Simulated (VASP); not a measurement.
# Ta7GeO20 (a cell with a defect) in VASP: notebook

Ta7GeO20 (a cell with a defect) is run at these levels: PBEsol; tasks: single point.

Program: VASP 6.6.1. These are calculated values, not measurements. Logs are shortened: lines on timing, memory, paths and dates and some standing lists are left out, and cuts for length are marked.

### Step 1. The cell of the first run

The cell holds a defect, 28 atoms: a = 12.505 Å, b = 6.727 Å, c = 13.272 Å, α = 68.64°, β = 30.07°, γ = 81.29°.

### Step 2. Single point, PBEsol, collinear spin

INCAR reads:

```
SYSTEM = Ta7GeO20
  PREC = Accurate
  ENCUT = 520
  EDIFF = 1E-6
  ISMEAR = -1
  SIGMA = 0.01
  LREAL = .FALSE.
  LASPH = .TRUE.
  NELM = 200
  ALGO = Normal
  ISIF = 2
  LWAVE = .FALSE.
  LCHARG = .FALSE.
  ISPIN = 2
  MAGMOM = -0.01 -0.01 -0.01 -0.01 -0.01 -0.01 -0.01 0 0.08 0.1 0.11 0.26 0.1 0.1 0.14 0.16 0.01 0.01 0.03 0.02 0.01 0.01 0.06 0.03 0.23 0.19 0.24 0.2
  LORBIT = 11
  NUPDOWN = 2.0
  LMAXMIX = 4
  GGA = PS
  NBANDS = 130
  NELECT = 210.0
  GGA_COMPAT = .FALSE.
```

KPOINTS reads:

```
Automatic mesh
0
G
  1 1 1
  0 0 0
```

POSCAR reads:

```
Ta7GeO20
1.0
    0.0000000000     11.9846651819      3.5696847681
    5.7020527302      0.0000000000      3.5696847681
    5.7020527302     11.9846651819      0.0000000000
Ta Ge O
7 1 20
Direct
    0.1198706308      0.3816281341      0.7396808975
    0.6113254184      0.8883874556      0.2424261070
    0.8902739722      0.6147906494      0.2567491991
    0.2590050693      0.2435415284      0.3837702094
    0.7600419545      0.7389474221      0.8875900820
    0.2450530684      0.2533670273      0.0988923436
    0.7356727536      0.7685433547      0.6135814941
    0.3911592100      0.1099713125      0.7565172170
    0.3249209467      0.6757444710      0.5588483547
    0.8296836252      0.1709282960      0.0578266059
    0.1772648852      0.8409332464      0.9490348192
    0.6587009839      0.3220989988      0.4616211839
    0.4412191518      0.5603843096      0.1725578312
    0.9435511273      0.0569142039      0.6721742321
    0.0562909947      0.9385482082      0.3250226662
    0.5575506897      0.4501458620      0.8230039087
    0.4365640768      0.0736558566      0.2948693591
    0.9308985742      0.5626724669      0.8047104345
    0.0608606268      0.4212280492      0.2008479213
    0.5638894377      0.9448544859      0.7013736949
    0.2009949239      0.3020752487      0.5655146935
    0.6966454913      0.8041389218      0.0681166322
    0.3051600976      0.2024288277      0.9234858121
    0.7916146251      0.7034660182      0.4367118654
    0.2646821393      0.2422040681      0.7384282269
    0.7552347223      0.7371909576      0.2409637040
    0.2568180566      0.2438215992      0.2404743369
    0.7506309094      0.7523038426      0.7482676230
```

Potentials or basis: VASP PAW PBE potentials, release 64 (Ta_pv, Ge_d, O).

The run is started by

```
$ cat potpaw_PBE.64/Ta_pv/POTCAR potpaw_PBE.64/Ge_d/POTCAR potpaw_PBE.64/O/POTCAR > POTCAR
$ mpirun -np 1 vasp_gam > vasp.out
```

OUTCAR:

```text
SYSTEM = Ta7GeO20
   PREC = Accurate
   ENCUT = 520
   EDIFF = 1E-6
   ISMEAR = -1
   LREAL = .FALSE.
   LASPH = .TRUE.
   NELM = 200
   ISIF = 2
   ISPIN = 2
   LORBIT = 11
   NUPDOWN = 2.0
   GGA = PS
   NELECT = 210.0

 ion  position               nearest neighbor table
   1  0.120  0.382  0.740-  21 1.83  25 1.90   9 1.92  10 1.92  18 2.04   2 3.56   2 3.58
   2  0.611  0.888  0.242-  22 1.82   9 1.91  10 1.92  26 1.92  17 2.00   1 3.56   1 3.58
   3  0.890  0.615  0.257-  24 1.82  11 1.91  26 1.91  12 1.96  19 1.98
   4  0.259  0.244  0.384-  17 1.82  14 1.91  13 1.91  27 1.92  21 2.02   5 3.56   5 3.58
   5  0.760  0.739  0.888-  18 1.82  13 1.92  14 1.92  28 1.92  22 1.98   4 3.56   4 3.58
   6  0.245  0.253  0.099-  19 1.83  23 1.89  15 1.92  16 1.92  27 1.99   7 3.55   7 3.59
   7  0.736  0.769  0.614-  20 1.81  16 1.92  15 1.92  28 1.92  24 2.00   6 3.55   6 3.59
   8  0.391  0.110  0.757-  23 1.77  11 1.80  12 1.81  25 1.85  20 1.89
   9  0.325  0.676  0.559-   2 1.91   1 1.92
  10  0.830  0.171  0.058-   2 1.92   1 1.92
  11  0.177  0.841  0.949-   8 1.80   3 1.91
  12  0.659  0.322  0.462-   8 1.81   3 1.96
  13  0.441  0.560  0.173-   4 1.91   5 1.92
  14  0.944  0.057  0.672-   4 1.91   5 1.92
[... 12 lines left out ...]
  27  0.257  0.244  0.240-   4 1.92   6 1.99
  28  0.751  0.752  0.748-   7 1.92   5 1.92

  LATTYP: Found a face centered orthorhombic cell.
 ALAT       =     7.1393695362
 B/A-ratio  =     1.5973546967
 C/A-ratio  =     3.3573455250

  Lattice vectors:

 A1 = (   5.7020527302,  11.9846651819,   0.0000000000)
 A2 = (   0.0000000000,  11.9846651819,   3.5696847681)
 A3 = (   5.7020527302,   0.0000000000,   3.5696847681)

Analysis of symmetry for initial positions (statically):
=====================================================================
 Subroutine PRICEL returns:
 Original cell was already a primitive cell.

 Routine SETGRP: Setting up the symmetry group for a
 face centered orthorhombic supercell.

 Subroutine GETGRP returns: Found  1 space group operations
 (whereof  1 operations were pure point group operations)
 out of a pool of  8 trial point group operations.

The static configuration has the point symmetry C_1 .

Analysis of symmetry for dynamics (positions and initial velocities):
=====================================================================
 Subroutine PRICEL returns:
 Original cell was already a primitive cell.

 Routine SETGRP: Setting up the symmetry group for a
 face centered orthorhombic supercell.

 Subroutine GETGRP returns: Found  1 space group operations
 (whereof  1 operations were pure point group operations)
 out of a pool of  8 trial point group operations.
[... 186 lines left out ...]
  ---------------------------------------------------
  free energy    TOTEN  =      -267.62336302 eV

  energy without entropy =     -267.62336302  energy(sigma->0) =     -267.62336302

 E-fermi :  -0.9594     XC(G=0):  -8.5262

 val. band max:       -1.0488590998   @ k =   0.0000   0.0000   0.0000
 cond. band min:      -0.7083726394   @ k =   0.0000   0.0000   0.0000
 fundamental gap:      0.3404864604
 Fermi energy:        -0.7287718636

 spin component 1

 k-point     1 :       0.0000    0.0000    0.0000
  band No.  band energies     occupation
      1     -35.0770      1.00000
      2     -35.0490      1.00000
      3     -35.0029      1.00000
      4     -34.9949      1.00000
      5     -34.9760      1.00000
      6     -34.9537      1.00000
[... 109 lines left out ...]
    116       3.8292      0.00000
    117       4.0224      0.00000
 Fermi energy:        -0.9593538832

 spin component 2

 k-point     1 :       0.0000    0.0000    0.0000
  band No.  band energies     occupation
      1     -35.0861      1.00000
      2     -35.0561      1.00000
      3     -35.0115      1.00000
      4     -35.0004      1.00000
      5     -34.9836      1.00000
      6     -34.9648      1.00000
[... 109 lines left out ...]
    116       3.8447      0.00000
    117       4.0317      0.00000
 [bands above 117 left out]

------------------------ aborting loop because EDIFF is reached ----------------------------------------

  FORCE on cell =-STRESS in cart. coord.  units (eV):
  Direction    XX          YY          ZZ          XY          YZ          ZX
  --------------------------------------------------------------------------------------
  -------------------------------------------------------------------------------------
  Total       -4.0778126     -6.3797532      4.6463895      0.9393040      0.0537696      0.0414907
  in kB      -13.3912416    -20.9506481     15.2584071      3.0846065      0.1765756      0.1362525
  external PRESSURE =      -6.3611609 kB  Pullay stress =       0.0000000 kB

 VOLUME and BASIS-vectors are now :
 -----------------------------------------------------------------------------
  energy-cutoff  :      520.00
  volume of cell :      487.88
      direct lattice vectors                 reciprocal lattice vectors
     0.000000000 11.984665182  3.569684768    -0.087687719  0.041719981  0.140068390
     5.702052730  0.000000000  3.569684768     0.087687719 -0.041719981  0.140068390
     5.702052730 11.984665182  0.000000000     0.087687719  0.041719981 -0.140068390

 POSITION                                       TOTAL-FORCE (eV/Angst)
 -----------------------------------------------------------------------------------
      6.39376     10.30144      1.79019         0.863944      0.453077      0.056249
      6.44796     10.23193      5.35350         0.989813      0.309304     -0.014613
      4.96957     13.74669      5.37261         0.062581      0.450414     -0.078795
      3.57696      7.70345      1.79393         0.869053     -0.369077      0.027670
      9.27460     19.74632      5.35092         0.952807     -0.280070      0.006289
      2.00860      4.12207      1.77920        -0.807248      0.624239     -0.005511
[... 20 lines left out ...]
      2.76148      5.95988      1.78713         0.021090      0.014507     -0.006951
      8.55634     17.96380      5.36500        -0.030388     -0.054164     -0.001237
 -----------------------------------------------------------------------------------
    total drift:                               -0.001071     -0.000796     -0.001833

  FREE ENERGIE OF THE ION-ELECTRON SYSTEM (eV)
  ---------------------------------------------------
  free  energy   TOTEN  =      -267.6233630194 eV

  energy  without entropy=     -267.6233630194  energy(sigma->0) =     -267.62336302

 total charge

# of ion       s       p       d       tot
------------------------------------------
    1        0.367   6.331   2.281   8.979
    2        0.374   6.342   2.287   9.002
    3        0.364   6.358   2.239   8.962
    4        0.373   6.338   2.282   8.993
    5        0.374   6.340   2.292   9.007
    6        0.372   6.347   2.281   9.001
[... 20 lines left out ...]
   27        1.570   3.445   0.000   5.016
   28        1.571   3.474   0.000   5.046
--------------------------------------------------
tot         34.867 115.297  26.436 176.600

 magnetization (x)

# of ion       s       p       d       tot
------------------------------------------
    1       -0.001  -0.001  -0.024  -0.026
    2       -0.001  -0.001  -0.020  -0.022
    3       -0.002  -0.002  -0.019  -0.023
    4       -0.001  -0.001  -0.022  -0.025
    5       -0.001  -0.001  -0.019  -0.021
    6       -0.002  -0.002  -0.020  -0.024
[... 20 lines left out ...]
   27        0.003   0.205   0.000   0.208
   28        0.003   0.177   0.000   0.180
--------------------------------------------------
tot          0.016   1.826  -0.144   1.698
```

stdout:

```text
POSCAR found type information on POSCAR TaGeO
 POSCAR found :  3 types and      28 ions
 scaLAPACK will be used
 -----------------------------------------------------------------------------
|                                                                             |
|                                                                             |
|     You have a (more or less) 'large supercell' and for larger cells it     |
|     might be more efficient to use real-space projection operators.         |
|     Therefore, try LREAL= Auto in the INCAR file.                           |
|     Mind: For very accurate calculation, you might also keep the            |
|     reciprocal projection scheme (i.e. LREAL=.FALSE.).                      |
|                                                                             |
 -----------------------------------------------------------------------------

 -----------------------------------------------------------------------------
|                                                                             |
|                                                                             |
|     You enforced a specific xc type in the INCAR file but a different       |
|     I HOPE YOU KNOW WHAT YOU ARE DOING!                                     |
|                                                                             |
 -----------------------------------------------------------------------------

 LDA part: xc-table for (Slater+PW92), standard interpolation
 POSCAR, INCAR and KPOINTS ok, starting setup
 FFT: planning ... GRIDC
 FFT: planning ... GRID_SOFT
 FFT: planning ... GRID
 WAVECAR not read
 entering main loop
 the old and the new charge density differ
 old charge density:   211.00000 new  210.00000
    0.103E+02
```

It took 15 min on 1 thread of Intel Xeon 8259CL, shared host; peak memory 1.3 GiB.

What came out:

- Free energy: -267.6234 eV
- Largest force: 1.037 eV/Å
- Net moment: 2.00 μB per cell
- Site moments: Ta -0.03, -0.02 (each value once); Ge -0.01; O +0.07, +0.09, +0.10, +0.24, +0.12, +0.14, +0.01, +0.03, +0.02, +0.06, +0.21, +0.17, +0.18 (each value once) μB
- Valence electrons inside the program's atomic spheres: Ta 8.98, 9.00, 8.96, 8.99, 9.01 (each value once); Ge 12.59; O 5.05, 5.01, 5.04, 5.08, 5.07, 5.06, 5.02 (each value once)

Forces on the atoms (eV/Å):
```
Ta   0.864  0.453  0.056
Ta   0.990  0.309 -0.015
Ta   0.063  0.450 -0.079
Ta   0.869 -0.369  0.028
Ta   0.953 -0.280  0.006
Ta  -0.807  0.624 -0.006
Ta  -0.841  0.284 -0.027
Ge   0.154  0.026  0.005
O   -0.680 -0.360  0.050
O   -0.690 -0.336 -0.069
O   -0.206 -0.159  0.035
O   -0.232 -0.205  0.040
O   -0.646  0.352  0.042
O   -0.659  0.340 -0.047
O    0.603 -0.384  0.017
O    0.620 -0.359 -0.018
O   -0.284  0.231 -0.006
O   -0.260  0.235 -0.020
O    0.305 -0.278  0.014
O    0.249 -0.262  0.030
O   -0.262 -0.271 -0.010
O   -0.280 -0.242 -0.014
O    0.049  0.015 -0.023
O    0.213  0.190  0.035
O   -0.107  0.073 -0.031
O    0.034 -0.037  0.013
O    0.021  0.015 -0.007
O   -0.030 -0.054 -0.001
```

Caveat: the k points lie up to 1.07 Å⁻¹ apart; the cell carries a net charge on a neutralising background, which shifts energy and pressure; the cell is charged against a uniform background, so pressure and absolute levels hang on convention; the PAW data sets were made with another functional, which shifts forces and pressure a little; spin-orbit coupling is left out, which moves the levels of the heavy elements; the total moment is fixed, so each spin has its own Fermi level.

(Continued in part 2 of 2.)
